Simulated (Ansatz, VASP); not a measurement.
Cs in VASP and in Ansatz

Contents of INCAR:

```
SYSTEM = Cs
PREC = Accurate
ENCUT = 520
EDIFF = 1E-7
ISMEAR = -1
SIGMA = 0.05
LREAL = .FALSE.
LASPH = .TRUE.
NELM = 100
ALGO = Normal
ISIF = 2
LWAVE = .FALSE.
LCHARG = .FALSE.
GGA = PS
NBANDS = 10
```

Contents of KPOINTS:

```
Automatic mesh
0
G
  6 6 6
  0 0 0
```

File POSCAR:

```
Cs
1.0
   -3.0861833234      3.0861833234      3.0861833234
    3.0861833234     -3.0861833234      3.0861833234
    3.0861833234      3.0861833234     -3.0861833234
Cs
1
Direct
    0.0000000000      0.0000000000      0.0000000000
```

Contents of input.yaml:

```yaml
crystal:
  lattice:
    - [-3.0861833234, 3.0861833234, 3.0861833234]
    - [3.0861833234, -3.0861833234, 3.0861833234]
    - [3.0861833234, 3.0861833234, -3.0861833234]
  atoms:
    - { symbol: Cs, position: [0.0, 0.0, 0.0] }
hamiltonian:
  xc: pbesol
  pseudopotentials: { kind: paw }
kpoints:
  mp_grid: { grid: [6, 6, 6] }
scf:
  occupations: { method: fermi_dirac, width: 0.05 }
output:
  forces: true
  stress: true
  eigenvalues: true
```

Alike in both runs: task single point; functional PBEsol; k mesh 6 × 6 × 6; occupations fermi-dirac, width 0.05 eV; no spin polarisation.

|  | VASP | Ansatz |
| --- | --- | --- |
| version | VASP 6.6.1 | Ansatz 0.2.0 |
| potentials or method | VASP PAW PBE potentials, release 64 (Cs_sv) | Ansatz PAW |
| plane-wave cutoff (eV) | 520 | 420 |
| valence electrons in the cell | 9 | 9 |

```csv
,VASP,Ansatz,Ansatz less VASP
gap on the k mesh at the Fermi level (eV),none,none,-
pressure (GPa),-0.1,-0.1,+0.01
```

VASP's potentials were made for PBE, not for PBEsol. A gap of «none» marks a metal or a gap that the smearing closes. With one functional, cell and mesh, what is left measures potentials, basis and numerics.

Neither program's run includes spin-orbit coupling.
